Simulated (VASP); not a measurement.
**Si: single point with HSE06**

The system is Si.

```
Si
1.0
     3.79266    0.00000    0.00000
    -1.89633    3.28454    0.00000
     0.00000    0.00000    6.27590
Si
4
Direct
  0.33333 0.66667 0.00062
  0.66667 0.33333 0.50062
  0.33333 0.66667 0.37438
  0.66667 0.33333 0.87438
```

This cell differs from its parent crystal: strain -1.0%.

```yaml
Program: VASP 6.6.1
Task: single point
Functional: HSE06
Potentials_or_basis: VASP PAW PBE potentials, release 64 (Si)
Cutoff: 520 eV
k_mesh: 6 × 6 × 4
Occupations: gaussian, width 0.01 eV
Spin: no spin polarisation
Dipole_correction: no
Grid_for_exact_exchange_PRECFOCK: Normal
Further_INCAR_settings: ALGO = Normal; EDIFF = 1e-07; NBANDS = 16
Screening_parameter: 0.2079 1/Å
```

- Pressure: 2.7 GPa
- Largest force: 0.019 eV/Å
- Band gap on the k mesh: 0.91 eV, indirect (least direct gap 1.79 eV)

Forces in eV/Å, atoms in the order of the input:
```
Si   0.000  0.000 -0.019
Si   0.000  0.000 -0.019
Si   0.000  0.000  0.019
Si   0.000  0.000  0.019
```

Stress tensor (GPa, compression positive):
```
2.77 0.00 0.00
0.00 2.77 0.00
0.00 0.00 2.45
```

Levels at points of the mesh, in eV from the valence-band top:
| k point | band 5 | band 6 | band 7 | band 8 | band 9 | band 10 | band 11 | band 12 |
| --- | --- | --- | --- | --- | --- | --- | --- | --- |
| (0.00, 0.00, 0.00) | -1.71 | -0.41 | 0.00 | 0.00 | 1.79 | 2.70 | 2.70 | 3.11 |
| (0.50, 0.00, 0.00) | -5.27 | -3.45 | -3.33 | -1.63 | 0.91 | 3.12 | 3.60 | 3.85 |
| (0.00, 0.00, 0.50) | -1.04 | -1.04 | -1.04 | -1.04 | 2.62 | 2.62 | 3.75 | 3.75 |
| (0.50, 0.00, 0.50) | -2.74 | -2.74 | -2.73 | -2.73 | 1.51 | 1.51 | 2.24 | 2.24 |

Wall time 37 min on 1 thread of AMD EPYC 9R45 96-Core Processor (Zen 5), with other jobs on the host, peak memory 0.28 GiB.

Caveat: the cell differs from its parent crystal (strain -1.0%); the PAW data sets were made with another functional, which shifts forces and pressure a little. A k mesh can miss the band edges.
